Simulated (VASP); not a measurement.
# TaW5 in VASP: single point with PBE

Aim: the single point of TaW5 with PBE.

Everything below comes from runs of VASP 6.6.1. Logs are shortened: lines on timing, memory, paths and dates and some standing lists are left out, and cuts for length are marked.

### 1 The cell of the first run

The typed cell holds 12 atoms: a = 3.199 Å, b = 6.402 Å, c = 9.621 Å, α = 90.00°, β = 90.00°, γ = 89.95°.

### 2 Single point, PBE

The input, INCAR:

```
SYSTEM = TaW5
PREC     = Accurate       ! precision mode
ENCUT    = 520            ! plane-wave cutoff, eV
EDIFF    = 1E-6           ! SCF threshold, eV
ISMEAR   = 0              ! smearing method
SIGMA    = 0.2            ! smearing width, eV
LREAL    = .FALSE.        ! projectors in reciprocal space
LASPH    = .TRUE.         ! aspherical terms in the spheres
NELM     = 100            ! most SCF steps
ALGO     = Fast           ! electronic algorithm
ISIF     = 2              ! what is computed and relaxed
LWAVE    = .FALSE.        ! write WAVECAR
LCHARG   = .FALSE.        ! write CHGCAR
GGA      = PE             ! functional
NBANDS   = 93             ! bands
```

The input, KPOINTS:

```
regular mesh
0
G
  6 4 2
  0 0 0
```

The input, POSCAR:

```
TaW5
1.0
    3.1988795907      0.0013629134      0.0000134814
    0.0025902232      6.4015294849     -0.0000273681
   -0.0000630328     -0.0000809932      9.6212086335
Ta W
2 10
Direct
    0.5000194189      0.2499637907      0.4999978379
    0.4999796779      0.7500104334      0.4999976577
    0.0000215028      0.0000139490     -0.0000104536
    0.0000053081      0.5000040776      0.0000098666
    0.4999713379      0.2499926677      0.1652645753
    0.4999756322      0.7500046537      0.1652482822
   -0.0000136670     -0.0000079319      0.3285599678
   -0.0000026564      0.4999840463      0.3285831634
   -0.0000089731      0.0000059805      0.6714410468
   -0.0000077303      0.4999923835      0.6714207241
    0.5000245149      0.2500254500      0.8347454368
    0.5000356338      0.7500104994      0.8347418949
```

Potentials or basis: VASP PAW PBE potentials, release 64 (Ta_pv, W_sv).

Launch:

```console
$ cat potpaw_PBE.64/Ta_pv/POTCAR potpaw_PBE.64/W_sv/POTCAR > POTCAR
$ mpirun -np 1 vasp_std > vasp.out
```

OUTCAR:

```text
SYSTEM = TaW5
   PREC = Accurate
   ENCUT = 520
   EDIFF = 1E-6
   ISMEAR = 0
   LREAL = .FALSE.
   LASPH = .TRUE.
   NELM = 100
   ISIF = 2
   GGA = PE

 ion  position               nearest neighbor table
   1  0.500  0.250  0.500-   7 2.80   9 2.80   8 2.80  10 2.80   8 2.80   9 2.80   7 2.80  10 2.80
                             2 3.20   2 3.20   5 3.22  11 3.22
   2  0.500  0.750  0.500-   7 2.80   9 2.80   8 2.80  10 2.80   8 2.80   7 2.80  10 2.80   9 2.80
                             1 3.20   1 3.20  12 3.22   6 3.22
   3  0.000  0.000  1.000-   6 2.76  11 2.76  12 2.76   5 2.76   5 2.77  12 2.77  11 2.77   6 2.77
                             9 3.16   7 3.16   4 3.20   4 3.20
   4  0.000  0.500  0.000-   6 2.76   5 2.76  11 2.76  12 2.76   6 2.77  11 2.77   5 2.77  12 2.77
                             8 3.16  10 3.16   3 3.20   3 3.20
   5  0.500  0.250  0.165-   8 2.75   7 2.75   7 2.76   8 2.76   4 2.76   3 2.76   3 2.77   4 2.77
                            11 3.18   6 3.20   6 3.20   1 3.22
   6  0.500  0.750  0.165-   7 2.75   8 2.75   7 2.76   8 2.76   4 2.76   3 2.76   4 2.77   3 2.77
                            12 3.18   5 3.20   5 3.20   2 3.22
   7  1.000  1.000  0.329-   6 2.75   5 2.75   5 2.76   6 2.76   1 2.80   2 2.80   1 2.80   2 2.80
                             3 3.16   8 3.20   8 3.20   9 3.30
   8  1.000  0.500  0.329-   5 2.75   6 2.75   5 2.76   6 2.76   2 2.80   1 2.80   1 2.80   2 2.80
                             4 3.16   7 3.20   7 3.20  10 3.30
   9  1.000  0.000  0.671-  11 2.75  12 2.75  12 2.76  11 2.76   1 2.80   2 2.80   1 2.80   2 2.80
                             3 3.16  10 3.20  10 3.20   7 3.30
  10  1.000  0.500  0.671-  11 2.75  12 2.75  11 2.76  12 2.76   2 2.80   1 2.80   1 2.80   2 2.80
                             4 3.16   9 3.20   9 3.20   8 3.30
  11  0.500  0.250  0.835-   9 2.75  10 2.75  10 2.76   9 2.76   3 2.76   4 2.76   4 2.77   3 2.77
                             5 3.18  12 3.20  12 3.20   1 3.22
  12  0.500  0.750  0.835-   9 2.75  10 2.75   9 2.76  10 2.76   3 2.76   4 2.76   3 2.77   4 2.77
                             6 3.18  11 3.20  11 3.20   2 3.22

  LATTYP: Found a simple monoclinic cell.
 ALAT       =     3.1988798811
 B/A-ratio  =     3.0076804981
 C/A-ratio  =     2.8280852976
 COS(beta)  =    -0.7066044480

  Lattice vectors:

 A1 = (   3.1988795907,   0.0013629134,   0.0000134814)
 A2 = (   0.0000630328,   0.0000809932,  -9.6212086335)
 A3 = (  -6.3951689582,   6.3988036581,  -0.0000543309)

Analysis of symmetry for initial positions (statically):
=====================================================================
 Subroutine PRICEL returns:
 Original cell was already a primitive cell.

 Routine SETGRP: Setting up the symmetry group for a
 simple monoclinic supercell.

 Subroutine GETGRP returns: Found  1 space group operations
 (whereof  1 operations were pure point group operations)
 out of a pool of  4 trial point group operations.

The static configuration has the point symmetry C_1 .

Analysis of symmetry for dynamics (positions and initial velocities):
=====================================================================
 Subroutine PRICEL returns:
 Original cell was already a primitive cell.

 Routine SETGRP: Setting up the symmetry group for a
 simple monoclinic supercell.

 Subroutine GETGRP returns: Found  1 space group operations
 (whereof  1 operations were pure point group operations)
 out of a pool of  4 trial point group operations.

The dynamic configuration has the point symmetry C_1 .

 Subroutine INISYM returns: Found  1 space group operations
 (whereof  1 operations are pure point group operations),
 and found     1 'primitive' translations

----------------------------------------------------------------------------------------

                                     Primitive cell

  volume of cell :     197.0204

  direct lattice vectors                    reciprocal lattice vectors
     3.198879591  0.001362913  0.000013481     0.312609507 -0.000126490  0.000002047
     0.002590223  6.401529485 -0.000027368    -0.000066556  0.156212695  0.000001315
    -0.000063033 -0.000080993  9.621208634    -0.000000438  0.000000445  0.103937046

  length of vectors
     3.198879881  6.401530009  9.621208634     0.312609533  0.156212709  0.103937046

  position of ions in fractional coordinates (direct lattice)
     0.500019419  0.249963791  0.499997838
     0.499979678  0.750010433  0.499997658
     0.000021503  0.000013949  0.999989546
     0.000005308  0.500004078  0.000009867
     0.499971338  0.249992668  0.165264575
     0.499975632  0.750004654  0.165248282
     0.999986333  0.999992068  0.328559968
     0.999997344  0.499984046  0.328583163
     0.999991027  0.000005980  0.671441047
     0.999992270  0.499992384  0.671420724
     0.500024515  0.250025450  0.834745437
     0.500035634  0.750010499  0.834741895

  ion indices of the primitive-cell ions
   primitive index   ion index
                 1           1
                 2           2
                 3           3
                 4           4
                 5           5
                 6           6
                 7           7
                 8           8
                 9           9
                10          10
                11          11
                12          12

----------------------------------------------------------------------------------------

 KPOINTS: regular mesh

Automatic generation of k-mesh.
 Grid dimensions read from file:
 generate k-points for:    6    4    2

 Generating k-lattice:

  Cartesian coordinates                     Fractional coordinates (reciprocal lattice)
     0.052101585 -0.000021082  0.000000341     0.166666667 -0.000000000  0.000000000
    -0.000016639  0.039053174  0.000000329     0.000000000  0.250000000 -0.000000000
    -0.000000219  0.000000222  0.051968523     0.000000000  0.000000000  0.500000000

  Length of vectors
     0.052101589  0.039053177  0.051968523

  Shift w.r.t. Gamma in fractional coordinates (k-lattice)
     0.000000000  0.000000000  0.000000000

 Subroutine IBZKPT returns following result:
 ===========================================

 Found     28 irreducible k-points:

 Following reciprocal coordinates:
            Coordinates               Weight
  0.000000  0.000000  0.000000      1.000000
  0.166667 -0.000000  0.000000      2.000000
  0.333333 -0.000000 -0.000000      2.000000
  0.500000 -0.000000  0.000000      1.000000
  0.000000  0.250000  0.000000      2.000000
  0.166667  0.250000 -0.000000      2.000000
[... 16 lines left out ...]
 -0.333333  0.250000  0.500000      2.000000
 -0.166667  0.250000  0.500000      2.000000
 [... further k-points ...]
   k-points           NKPTS =     28   k-points in BZ     NKDIM =     28   number of bands    NBANDS=     93
   number of dos      NEDOS =    301   number of ions     NIONS =     12
   total plane-waves  NPLWV =  82944
   dimension x,y,z NGX =    24 NGY =   48 NGZ =   72
   dimension x,y,z NGXF=    48 NGYF=   96 NGZF=  144
   ions per type =               2  10
   NGX,Y,Z   is equivalent  to a cutoff of  12.47, 12.47, 12.44 a.u.
   NGXF,Y,Z  is equivalent  to a cutoff of  24.95, 24.93, 24.88 a.u.
 SYSTEM =  TaW5
   PREC   = accura    normal or accurate (medium, high low for compatibility)
   ISTART =      0    job   : 0-new  1-cont  2-samecut
   ICHARG =      2    charge: 1-file 2-atom 10-const
   ISPIN  =      1    spin polarized calculation?
   LNONCOLLINEAR =      F non collinear calculations
   LSORBIT =      F    spin-orbit coupling
   LASPH  =      T    aspherical Exc in radial PAW
   ENCUT  =  520.0 eV  38.22 Ry    6.18 a.u.   5.95 11.90 17.89*2*pi/ulx,y,z
   NELM   =    100;   NELMIN=  2; NELMDL= -5     # of ELM steps
   EDIFF  = 0.1E-05   stopping-criterion for ELM
   LREAL  =      F    real-space projection
   EDIFFG = 0.1E-04   stopping-criterion for IOM
   NSW    =      0    number of steps for IOM
   IBRION =     -1    ionic relax: 0-MD 1-quasi-New 2-CG
   NFREE  =      0    steps in history (QN), initial steepest desc. (CG)
   ISIF   =      2    stress and relaxation
   ISYM   =      2    0-nonsym 1-usesym 2-fastsym
   POTIM  = 0.5000    time-step for ionic-motion
   TEBEG  =    0.0;   TEEND  =   0.0 temperature during run
   PSTRESS=    0.0 pullay stress
   NELECT =     162.0000    total number of electrons
   NUPDOWN=      -1.0000    fix difference up-down
   EMIN   =  10.00;   EMAX   =-10.00  energy-range for DOS
   EFERMI =   0.00;   METHOD = LEGACY
   ISMEAR =     0;   SIGMA  =   0.20  broadening in eV -4-tet -1-fermi 0-gaus
   EFERMI_NEDOS =   21; number of points for ismear=-14 and -15
   IALGO  =     68    algorithm
   IMIX   =      4    mixing-type and parameters
     AMIX     =   0.40;   BMIX     =  1.00
     AMIX_MAG =   1.60;   BMIX_MAG =  1.00
  volume/ion in A,a.u.               =      16.42       110.80
  Fermi-wavevector in a.u.,A,eV,Ry     =   1.533708  2.898288 32.004456  2.352261
  Thomas-Fermi vector in A             =   2.640738
   LORBIT       =      0    0 simple, 1 ext, 2 COOP (PROOUT), +10 PAW based schemes
   GGA     = PE    functional components
   LHFCALC =     F    Hartree Fock is set to
   AEXX    =    0.0000 exact exchange contribution
   IVDW    =     0    specifies the selected vdW correction
   LEPSILON=     F    determine dielectric tensor
   LRPA    =     F    only Hartree local field effects (RPA)
 non-spin polarized calculation
 RMM-DIIS sequential band-by-band and
 Gauss-broadening in eV      SIGMA  =   0.20
  energy-cutoff  :      520.00
  volume of cell :      197.02
 maximum number of plane-waves:      5336
   NGX = 11   NGY = 23   NGZ = 35

 number of electron     161.9999961 magnetization

 Free energy of the ion-electron system (eV)
  ---------------------------------------------------
  ext. energy  EPLUGINS =         0.00000000
  ---------------------------------------------------
  free energy    TOTEN  =      -154.04814902 eV

  energy without entropy =     -153.95566295  energy(sigma->0) =     -154.00190599

 E-fermi :  10.0737     XC(G=0): -13.3849

 val. band max:       10.0513228811   @ k =   0.1667  -0.0000   0.0000
 cond. band min:      10.0770106475   @ k =   0.1667   0.0000   0.5000
 fundamental gap:      0.0256877664
 Fermi energy:        10.0736605687

 k-point     1 :       0.0000    0.0000    0.0000
  band No.  band energies     occupation
      1     -64.0136      2.00000
      2     -63.9466      2.00000
      3     -63.9202      2.00000
      4     -63.9062      2.00000
      5     -63.9020      2.00000
      6     -63.8646      2.00000
[... 85 lines left out ...]
     92      11.8655      0.00000
     93      12.0594      0.00000

 k-point     2 :       0.1667   -0.0000    0.0000
  band No.  band energies     occupation
      1     -64.0015      2.00000
      2     -63.9447      2.00000
      3     -63.9157      2.00000
      4     -63.9043      2.00000
      5     -63.9001      2.00000
      6     -63.8704      2.00000
[... 2101 lines left out ...]
     92      12.7693      0.00000
     93      13.0041      0.00000

 k-point    24 :      -0.1667    0.2500    0.5000
  band No.  band energies     occupation
      1     -63.9953      2.00000
      2     -63.9578      2.00000
      3     -63.9135      2.00000
      4     -63.9025      2.00000
      5     -63.8946      2.00000
      6     -63.8731      2.00000
[... 85 lines left out ...]
     92      12.4597      0.00000
     93      12.5043      0.00000

 [... further k-points ...]
[... 5 lines left out ...]
  --------------------------------------------------------------------------------------
  -------------------------------------------------------------------------------------
  Total        0.5816114      0.5801557      0.5627833     -0.1244862      0.0019448      0.0005734
  in kB        4.7296856      4.7178476      4.5765747     -1.0123264      0.0158150      0.0046631
  external PRESSURE =       4.6747027 kB  Pullay stress =       0.0000000 kB

 VOLUME and BASIS-vectors are now :
 -----------------------------------------------------------------------------
  energy-cutoff  :      520.00
  volume of cell :      197.02
      direct lattice vectors                 reciprocal lattice vectors
     3.198879591  0.001362913  0.000013481     0.312609507 -0.000126490  0.000002047
     0.002590223  6.401529485 -0.000027368    -0.000066556  0.156212695  0.000001315
    -0.000063033 -0.000080993  9.621208634    -0.000000438  0.000000445  0.103937046

 POSITION                                       TOTAL-FORCE (eV/Angst)
 -----------------------------------------------------------------------------------
      1.60012      1.60079      4.81058        -0.001183      0.003239      0.000692
      1.60129      4.80185      4.81057         0.000561     -0.002403      0.000387
      0.00001      0.00001      9.62111        -0.000745     -0.000655      0.001497
      0.00131      3.20079      0.00008        -0.000097      0.000400     -0.001179
      1.59999      1.60100      1.59004         0.001101      0.001152      0.005124
      1.60129      4.80184      1.58987         0.000842     -0.001115      0.007833
      3.20141      6.40281      3.16113         0.000159     -0.000529      0.002798
      3.20015      3.20200      3.16137        -0.000378      0.001378     -0.000002
      3.19881      0.00135      6.46009         0.000857     -0.000770     -0.003479
      3.20011      3.20202      6.45988         0.000795      0.001225     -0.000754
      1.60011      1.60116      8.03126        -0.000679     -0.001043     -0.006466
      1.60144      4.80183      8.03121        -0.001234     -0.000880     -0.006451
 -----------------------------------------------------------------------------------
    total drift:                               -0.000008      0.000002     -0.000019

  FREE ENERGIE OF THE ION-ELECTRON SYSTEM (eV)
  ---------------------------------------------------
  free  energy   TOTEN  =      -154.0481490208 eV

  energy  without entropy=     -153.9556629529  energy(sigma->0) =     -154.00190599
```

Run time: 18 min. Hardware: 1 thread of AMD EPYC 7R13, shared host; peak memory 0.48 GiB.

Results:

```
Free energy            : -154.0481 eV
Pressure               : 0.5 GPa
Largest force          : 0.008 eV/Å
Band gap on the k mesh : zero (band 81 reaches 10.80 eV, above the bottom of band 82 at 8.54 eV)
```

Forces in eV/Å, atoms in the order of the input:
```
Ta  -0.001  0.003  0.001
Ta   0.001 -0.002  0.000
W   -0.001 -0.001  0.001
W    0.000  0.000 -0.001
W    0.001  0.001  0.005
W    0.001 -0.001  0.008
W    0.000 -0.001  0.003
W    0.000  0.001  0.000
W    0.001 -0.001 -0.003
W    0.001  0.001 -0.001
W   -0.001 -0.001 -0.006
W   -0.001 -0.001 -0.006
```

Caveat: spin-orbit coupling is left out, which moves the levels of the heavy elements.
